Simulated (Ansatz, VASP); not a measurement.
LiNbO3: VASP beside Ansatz

The input POSCAR:

```
LiNbO3
1.0
    3.8934366603      0.0000000000      0.0000000000
    0.0000000000      3.8934366603      0.0000000000
    0.0000000000      0.0000000000      3.8934366603
Li Nb O
1 1 3
Direct
    0.0000000000      0.0000000000      0.0000000000
    0.5000000000      0.5000000000      0.5000000000
    0.5000000000      0.5000000000      0.0000000000
    0.5000000000      0.0000000000      0.5000000000
    0.0000000000      0.5000000000      0.5000000000
```

The input INCAR.step1:

```
PREC     = Accurate       # precision mode
ENCUT    = 520            # plane-wave cutoff, eV
ISMEAR   = 0              # smearing method
SIGMA    = 0.01           # smearing width, eV
LREAL    = F              # projectors in reciprocal space
LASPH    = T              # aspherical terms in the spheres
NELM     = 80             # most SCF steps
NBANDS   = 25             # bands
GGA      = PE             # functional
ALGO     = Normal         # electronic algorithm
EDIFF    = 1E-4           # SCF threshold, eV
LWAVE    = T              # write WAVECAR
LCHARG   = F              # write CHGCAR
```

The input INCAR.step2:

```
PREC     = Accurate       # precision mode
ENCUT    = 520            # plane-wave cutoff, eV
EDIFF    = 1E-7           # SCF threshold, eV
ISMEAR   = 0              # smearing method
SIGMA    = 0.01           # smearing width, eV
LREAL    = F              # projectors in reciprocal space
LASPH    = T              # aspherical terms in the spheres
NELM     = 80             # most SCF steps
ALGO     = Normal         # electronic algorithm
ISIF     = 2              # what is computed and relaxed
LWAVE    = F              # write WAVECAR
LCHARG   = F              # write CHGCAR
METAGGA  = R2SCAN         # meta-GGA
LMIXTAU  = T            
NBANDS   = 25             # bands
ISTART   = 1
```

File KPOINTS:

```
Automatic mesh
0
Gamma
  6 6 6
```

Input for Ansatz:

```yaml
crystal:
  lattice:
    - [3.8934366603, 0.0, 0.0]
    - [0.0, 3.8934366603, 0.0]
    - [0.0, 0.0, 3.8934366603]
  atoms:
    - { symbol: Li, position: [0.0, 0.0, 0.0] }
    - { symbol: Nb, position: [0.5, 0.5, 0.5] }
    - { symbol: O, position: [0.5, 0.5, 0.0] }
    - { symbol: O, position: [0.5, 0.0, 0.5] }
    - { symbol: O, position: [0.0, 0.5, 0.5] }
kpoints:
  mp_grid: { grid: [6, 6, 6] }
hamiltonian:
  xc: r2scan
scf:
  occupations: { method: fixed }
  n_extra_bands: 5
output:
  forces: true
  stress: true
  eigenvalues: true
```

Alike in both runs: task single point; functional r2SCAN; k mesh 6 × 6 × 6; no spin polarisation.

|  | VASP | Ansatz |
| --- | --- | --- |
| version | VASP 6.6.1 | Ansatz 0.2.0 |
| potentials or method | VASP PAW PBE potentials, release 64 (Li_sv, Nb_sv, O) | plane waves, PAW |
| plane-wave cutoff (eV) | 520 | 500 |
| occupations | gaussian, width 0.01 eV | fixed |
| valence electrons in the cell | 34 | 34 |

Ansatz gave:

| Property | Result |
| --- | --- |
| gap on the k mesh at the Fermi level (eV) | 2.21 |

Which values does VASP return?

gap on the k mesh at the Fermi level (eV): 2.18.

VASP's potentials were made for PBE, not for r2SCAN.

Noted on VASP's run: the cutoff is short for stress, so the pressure is rough.
